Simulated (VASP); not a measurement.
Wanted: the native input for a VASP 6.6.1 run.

- Task: single point
- Functional: PBEsol
- Dispersion: D3(BJ)
- Potentials or basis: VASP PAW PBE potentials, release 64 (W_sv, S)
- Cutoff: 520 eV
- k mesh: 12 × 12 × 2
- Occupations: gaussian, width 0.05 eV
- Spin: no spin polarisation
- Dipole correction: no
- Further INCAR settings: ALGO = Normal; EDIFF = 1e-06; NBANDS = 20

The structure of WS2 lies in POSCAR:

```
WS2
1.0
    3.0977750082      0.0000000000      0.0000000000
   -1.5488875041      2.6827518523      0.0000000000
    0.0000000000      0.0000000000     16.7957060984
W S
1 2
Direct
    0.3333333333      0.6666666667      0.0000000000
    0.6423365588      0.3333333333      0.9071447969
    0.6909967745      0.3333333333      0.0928552031
```

This cell differs from its parent crystal: atoms displaced along a vibrational mode, the cell strained.

One way to write it, as run:

INCAR

```
PREC = Accurate ; ENCUT = 520
EDIFF = 1E-6 ; ISMEAR = 0
SIGMA = 0.05 ; LREAL = F
LASPH = T ; NELM = 100
ALGO = Normal ; ISIF = 2
LWAVE = F ; LCHARG = F
GGA = PS ; IVDW = 12
NBANDS = 20
```

KPOINTS

```
regular mesh
0
Gamma
  12 12 2
```

Potentials or basis: VASP PAW PBE potentials, release 64 (W_sv, S).

Command:

```bash
$ cat potpaw_PBE.64/W_sv/POTCAR potpaw_PBE.64/S/POTCAR > POTCAR
$ mpirun -np 1 vasp_std > vasp.out
```

Results of the run:

| Property | Result |
| --- | --- |
| Largest force | 1.033 eV/Å |
| Band gap on the k mesh | 2.01 eV (least direct gap 2.10 eV) |
| Dispersion energy per atom | -0.258 eV |

Caveat: the cell differs from its parent crystal (atoms displaced along a vibrational mode, the cell strained); the PAW data sets were made with another functional, which shifts forces and pressure a little; spin-orbit coupling is left out, which moves the levels of the heavy elements.

Wall time 110 s on 1 thread of Intel(R) Xeon(R) 6975P-C (Granite Rapids), with other jobs on the host, peak memory 0.4 GiB.
